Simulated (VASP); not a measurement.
ZnSe3:

```xyz
4
Lattice="2.6652 -5.0941 0.0000 2.6652 5.0941 0.0000 0.0000 0.0000 3.6033" Properties=species:S:1:pos:R:3 pbc="T T T"
Zn    2.6652    0.0000    1.8016
Se    2.6652    2.5035    1.8016
Se    2.6652   -2.5035    1.8016
Se    0.0000    0.0000    1.8016
```

| Property | Result |
| --- | --- |
| Program | VASP 6.6.1 |
| Task | relaxation of cell and atoms |
| Functional | PBE |
| Potentials or basis | VASP PAW PBE potentials, release 64 (Zn, Se) |
| Cutoff | 500 eV |
| k mesh | 4 × 4 × 6 |
| Occupations | gaussian, width 0.1 eV |
| Spin | no spin polarisation |

At the start: pressure 0.4 GPa; volume 24.46 Å³/atom.

Question: Where does the relaxation end?

Answer: Over 8 steps the energy falls by 2.9 meV/atom and the volume is 25.20 Å³/atom (+3.0 %); space group Cmmm (No. 65, to 0.05 Å).

The path:
| step | energy change (eV) | largest force (eV/Å) | pressure (GPa) | volume (Å³) |
| --- | --- | --- | --- | --- |
| 1 | 0.0000 | 0.1415 | 0.37 | 97.84 |
| 2 | -0.0057 | 0.1080 | 0.05 | 98.64 |
| 3 | -0.0058 | 0.1023 | -0.01 | 98.79 |
| 4 | -0.0087 | 0.0194 | 0.14 | 99.10 |
| 5 | -0.0096 | 0.0654 | 0.28 | 99.38 |
| 6 | -0.0107 | 0.0686 | -0.03 | 100.33 |
| 7 | -0.0108 | 0.0690 | -0.08 | 100.50 |
| 8 | -0.0116 | 0.0293 | -0.02 | 100.79 |

Final structure:
```cif
data_structure
_symmetry_space_group_name_H-M 'P 1'
_symmetry_Int_Tables_number 1
_cell_length_a 5.7666
_cell_length_b 5.7666
_cell_length_c 3.7102
_cell_angle_alpha 90.000
_cell_angle_beta 90.000
_cell_angle_gamma 125.223
_cell_volume 100.79
loop_
_atom_site_label
_atom_site_type_symbol
_atom_site_fract_x
_atom_site_fract_y
_atom_site_fract_z
_atom_site_occupancy
Zn1 Zn 0.50000 0.50000 0.50000 1
Se1 Se 0.25235 0.74765 0.50000 1
Se2 Se 0.74765 0.25235 0.50000 1
Se3 Se 0.00000 0.00000 0.50000 1
```
